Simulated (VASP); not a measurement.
# Si (a cell with a defect): single point with LDA

Si (a cell with a defect):

```
CELL_PARAMETERS angstrom
0.00000 5.43000 5.43000
5.43000 0.00000 5.43000
5.43000 5.43000 0.00000
ATOMIC_POSITIONS crystal
Si 0.95665 0.01458 0.01432
Si 0.11815 0.11782 0.11756
Si 0.00479 0.98204 0.50652
Si 0.11811 0.11786 0.64632
Si 0.00478 0.50677 0.98180
Si 0.11812 0.64657 0.11760
Si 0.00481 0.50680 0.50655
Si 0.15897 0.61383 0.61360
Si 0.49559 0.99738 0.99718
Si 0.58230 0.13940 0.13921
Si 0.49556 0.99738 0.50998
Si 0.63310 0.11561 0.62571
Si 0.49556 0.51017 0.99719
Si 0.63309 0.62590 0.11543
Si 0.53305 0.48916 0.48898
Si 0.63312 0.62590 0.62571
Si 0.17299 0.27580 0.27556
```

| Item | Value |
| --- | --- |
| Program | VASP 6.6.1 |
| Task | single point |
| Functional | LDA |
| Potentials or basis | VASP PAW LDA potentials, release 64 (Si) |
| Cutoff | 520 eV |
| k mesh | 2 × 2 × 2 |
| Occupations | gaussian, width 0.05 eV |
| Spin | no spin polarisation |
| Dipole correction | no |
| Further INCAR settings | LREAL = Auto; ALGO = Normal; EDIFF = 1e-07; NBANDS = 48 |

| Quantity | Value |
| --- | --- |
| Pressure | 1.4 GPa |
| Largest force | 0.627 eV/Å |
| Band gap on the k mesh | zero (bands 34 and 35 overlap by 0.10 eV) |

Forces on the atoms (eV/Å):
```
Si   0.017 -0.017 -0.017
Si   0.075 -0.009 -0.010
Si   0.036 -0.036  0.026
Si   0.012 -0.071 -0.011
Si   0.036  0.026 -0.036
Si   0.012 -0.010 -0.072
Si  -0.026 -0.037 -0.036
Si   0.067 -0.067 -0.067
Si  -0.005 -0.014 -0.013
Si  -0.001  0.001  0.001
Si   0.013  0.004 -0.014
Si   0.019 -0.020 -0.006
Si   0.013 -0.014  0.004
Si   0.019 -0.006 -0.020
Si   0.070 -0.072 -0.072
Si   0.006 -0.020 -0.020
Si  -0.363  0.361  0.362
```

Stress tensor (GPa, compression positive):
```
 1.35  0.56  0.56
 0.56  1.35 -0.56
 0.56 -0.56  1.35
```

Levels at points of the mesh, in eV from the Fermi level:
```tsv
k point	band 32	band 33	band 34	band 35	band 36	band 37
(0.00, 0.00, 0.00)	-0.67	-0.67	-0.40	-0.08	-0.08	0.12
(0.50, 0.00, 0.00)	-1.27	-1.27	-0.24	0.43	0.43	1.10
(0.00, 0.50, 0.00)	-1.34	-1.11	-0.16	0.20	0.79	0.86
(0.00, 0.00, 0.50)	-1.34	-1.11	-0.16	0.20	0.79	0.86
(0.50, 0.50, 0.50)	-1.34	-1.11	-0.16	0.20	0.80	0.86
(0.50, 0.50, 0.00)	-1.73	-0.84	0.01	0.54	1.21	1.29
(0.00, 0.50, 0.50)	-1.73	-0.84	0.01	0.54	1.21	1.29
(0.50, 0.00, 0.50)	-1.73	-0.84	0.01	0.54	1.21	1.29
```

It took 2.8 min on 1 thread of Intel(R) Xeon(R) 6975P-C (Granite Rapids), on a shared host, peak memory 0.37 GiB.

Caveat: the k points lie up to 0.50 Å⁻¹ apart.
